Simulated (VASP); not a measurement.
SbPt: single point with r2SCAN

Crystal: SbPt.

```xyz
4
Lattice="4.2321 0.0000 0.0000 -2.1160 3.6651 0.0000 0.0000 0.0000 5.6058" Properties=species:S:1:pos:R:3 pbc="T T T"
Sb    0.0000    2.4434    1.4014
Sb    2.1160    1.2217    4.2043
Pt    0.0000    0.0000    0.0000
Pt    0.0000    0.0000    2.8029
```

```json
{"Program": "VASP 6.6.1", "Task": "single point", "Functional": "r2SCAN", "Potentials or basis": "VASP PAW PBE potentials, release 64 (Sb, Pt)", "Cutoff": "520 eV", "k mesh": "9 × 9 × 6", "Occupations": "fermi-dirac, width 0.1 eV", "Spin": "no spin polarisation"}
```

| Item | Value |
| --- | --- |
| Pressure | -5.0 GPa |
| Band gap on the k mesh | zero (bands 15 and 16 overlap by 4.02 eV) |

Stress tensor (GPa, compression positive):
```
-4.88  0.00  0.00
 0.00 -4.88  0.00
 0.00  0.00 -5.31
```

Levels at points of the mesh, in eV from the Fermi level:
| k point | band 13 | band 14 | band 15 | band 16 | band 17 | band 18 |
| --- | --- | --- | --- | --- | --- | --- |
| (0.00, 0.00, 0.00) | -0.06 | -0.06 | 0.67 | 2.32 | 2.82 | 3.50 |
| (0.00, 0.00, 0.50) | -1.19 | -1.19 | 2.31 | 2.31 | 2.31 | 2.31 |

It took 2 min on 1 thread of Intel(R) Xeon(R) 6975P-C (Granite Rapids) (shared host), peak memory 0.26 GiB.

Caveat: the cell stands under tension; the PAW data sets were made with another functional, which shifts forces and pressure a little; spin-orbit coupling is left out, which moves the levels of the heavy elements.
